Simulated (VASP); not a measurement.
Wanted: the native input for a VASP 6.6.1 run.

| Quantity | Value |
| --- | --- |
| Task | relaxation of cell and atoms |
| Functional | PBE |
| Potentials or basis | VASP PAW PBE potentials, release 64 (Ta_sv_GW, F) |
| Cutoff | 700 eV |
| k mesh | 6 × 6 × 6 |
| Occupations | gaussian, width 0.1 eV |
| Spin | no spin polarisation |
| Dipole correction | no |
| Further INCAR settings | ALGO = Normal; EDIFF = 1e-07; IBRION = 2; EDIFFG = -0.04; NSW = 90; ISIF = 3 |

The structure of TaF lies in POSCAR:

```
TaF
1.0
    3.0786830728      0.0000000000      0.0000000000
   -1.5393415364      2.6662177513      0.0000000000
    0.0000000000      0.0000000000      3.0027892091
Ta F
1 1
Direct
    0.0000000000      0.0000000000      0.0000000000
    0.6666666667      0.3333333333      0.5000000000
```

One way to write it, as run:

INCAR

```
PREC = Accurate ; ENCUT = 700
EDIFF = 1E-7 ; ISMEAR = 0
SIGMA = 0.1 ; LREAL = False
LASPH = True ; NELM = 120
ALGO = Normal ; ISIF = 3
LWAVE = False ; LCHARG = False
GGA = PE ; IBRION = 2
NSW = 90 ; EDIFFG = -0.04
GGA_COMPAT = False ; NELMIN = 4
```

KPOINTS

```
Automatic mesh
0
Gamma
  6 6 6
```

Potentials or basis: VASP PAW PBE potentials, release 64 (Ta_sv_GW, F).

Run with:

```sh
$ cat potpaw_PBE.64/Ta_sv_GW/POTCAR potpaw_PBE.64/F/POTCAR > POTCAR
$ mpirun -np 1 vasp_std > vasp.out
```

It gave:

| Item | Value |
| --- | --- |
| Relaxed volume | 13.63 Å³/atom |
| Relaxed cell | a = 2.770 Å, b = 2.770 Å, c = 4.103 Å, α = 90.00°, β = 90.00°, γ = 120.00° |
| Space group after relaxing (to 0.1 Å) | P-6m2 (No. 187) |
| Energy gained by relaxing | 664.8 meV/atom |
| Ionic steps | 15 |
| Pressure after relaxing | -0.1 GPa |
| Band gap on the k mesh | zero (bands 10 and 11 overlap by 0.83 eV) |

Caveat: the k points lie up to 0.44 Å⁻¹ apart in the final cell, too coarse for converged energies and pressures of a metal; a cell axis changed by over 15 % at a fixed basis, so the end point is rough; spin-orbit coupling is left out, which moves the levels of the heavy elements.

It took 2.1 min on 1 thread of AMD EPYC 9R45 96-Core Processor (Zen 5), on a shared host, peak memory 0.15 GiB.
